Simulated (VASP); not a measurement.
# InAs: electric field gradients with PBE

InAs:

```
In As
1.0
     0.00000    3.02400    3.02400
     3.02400    0.00000    3.02400
     3.02400    3.02400    0.00000
In As
1 1
Direct
  0.00000 0.00000 0.00000
  0.75000 0.75000 0.75000
```

```
Program                : VASP 6.6.1
Task                   : electric field gradients
Functional             : PBE
Potentials or basis    : VASP PAW PBE potentials, release 64 (In_d, As)
Cutoff                 : 520 eV
k mesh                 : 10 × 10 × 10
Occupations            : fermi-dirac, width 0.08 eV
Spin                   : no spin polarisation
Dipole correction      : no
Further INCAR settings : ALGO = Normal; EDIFF = 1e-08; NBANDS = 16
```

```
Pressure               : 3.9 GPa
Band gap on the k mesh : zero (filled and empty bands touch)
```

Levels at points of the mesh, in eV from the Fermi level:
```tsv
k point	band 6	band 7	band 8	band 9	band 10	band 11	band 12	band 13
(0.00, 0.00, 0.00)	-12.03	-0.36	-0.17	-0.17	-0.17	3.74	3.74	3.74
(0.50, 0.00, 0.00)	-10.56	-5.93	-1.15	-1.15	0.79	4.51	4.51	6.69
(0.50, 0.50, 0.00)	-10.02	-6.00	-2.49	-2.49	1.38	1.89	9.01	9.10
```

Run time: 15 s on 1 thread of Intel(R) Xeon(R) 6975P-C (Granite Rapids), with other jobs on the host, peak memory 0.19 GiB.

Caveat: without QUAD_EFG the Cq values of the log hold for a quadrupole moment of 1 mb, not for the nuclei; spin-orbit coupling is left out, which moves the levels of the heavy elements.
